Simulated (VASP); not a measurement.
Here is a VASP 6.6.1 calculation.

Contents of INCAR:

```
SYSTEM = B17BrN17
PREC = Accurate
ENCUT = 520
EDIFF = 1E-8
ISMEAR = -1
SIGMA = 0.01
LREAL = Auto
LASPH = .TRUE.
NELM = 150
ALGO = Normal
ISIF = 2
LWAVE = .FALSE.
LCHARG = .FALSE.
ISPIN = 2
MAGMOM = 0.02 0.14 0 0.01 0 0 0 0.01 0 0 0 0 0 0 0.01 0 0.01 0.03 0.04 0.05 0.03 0.05 0.01 0 0.4 0.01 0.03 0 0.02 0.02 0.39 0.01 0.02 0.01 0.2
LORBIT = 11
NUPDOWN = 3.0
GGA = PE
LEFG = .TRUE.
NBANDS = 98
KPAR = 2
NCORE = 2
```

Contents of KPOINTS:

```
Automatic mesh
0
Gamma
  2 2 2
  0.5 0.5 0.5
```

POSCAR

```
B17BrN17
1.0
    7.4650312844      0.0000000000      0.0000000000
   -3.7325156422      6.4649067324      0.0000000000
    0.0000000000      0.0000000000      6.4954828762
B N Br
17 17 1
Direct
    0.1833916168      0.1767664454      0.1912782762
    0.1293771016      0.1478107918      0.8441398220
    0.1840043063      0.5105869721      0.2407772142
    0.1404246291      0.4867910902      0.7950503971
    0.1838800755      0.8440294772      0.2435591661
    0.1435324178      0.8231690197      0.7702679809
    0.5170999685      0.1765862527      0.2290215941
    0.4916210430      0.1481402533      0.7290842440
    0.5169212405      0.5117137510      0.2201923435
    0.5168698219      0.8435057535      0.2465240602
    0.4796644333      0.8206204276      0.7697596538
    0.8507407482      0.1768549819      0.2436126813
    0.8116356806      0.1524673024      0.7761886327
    0.8501264949      0.5106642746      0.2408640546
    0.8134991023      0.4881422194      0.7538914306
    0.8503215518      0.8441339725      0.2398544889
    0.8107517420      0.8205014204      0.7612085786
    0.0278849209      0.2657071683      0.8098465097
    0.2952022671      0.0650980919      0.2234078979
    0.0351880586      0.6013274490      0.7687709815
    0.2944887570      0.4018794175      0.2157598062
    0.0328838821      0.9324829558      0.7878911403
    0.2942776366      0.7331325853      0.2529413980
    0.6276781883      0.0664207240      0.2470756574
    0.3577022604      0.6073736307      0.8027434256
    0.6277291356      0.3997637696      0.2207054232
    0.3673638007      0.9337924695      0.7564097161
    0.6275468269      0.7331250073      0.2397752960
    0.7053089999      0.2650996801      0.7545196430
    0.9605948362      0.0661000971      0.2326876040
    0.7167630624      0.6055223011      0.7350473439
    0.9605819397      0.3996779674      0.2490354994
    0.7003876405      0.9314769952      0.7632368043
    0.9608561144      0.7330735044      0.2450860568
    0.3817187670      0.3174077771      0.6252363619
```

Potentials or basis: VASP PAW PBE potentials, release 64 (B, N, Br).

Command:

```console
$ cat potpaw_PBE.64/B/POTCAR potpaw_PBE.64/N/POTCAR potpaw_PBE.64/Br/POTCAR > POTCAR
$ mpirun -np 4 vasp_std > vasp.out
```

Task: What does it give for the largest force?

Result: 0.335 eV/Å.

Task: What does it give for the pressure?

Result: 11.8 GPa.

Stress tensor (GPa, compression positive):
```
17.01 -0.72  0.31
-0.72 12.06 -0.17
 0.31 -0.17  6.28
```

Caveat: the k points lie up to 0.49 Å⁻¹ apart; the moment is held away from its start; without QUAD_EFG the Cq values of the log hold for a quadrupole moment of 1 mb, not for the nuclei; the total moment is fixed, so each spin has its own Fermi level and the state may be an excited one.
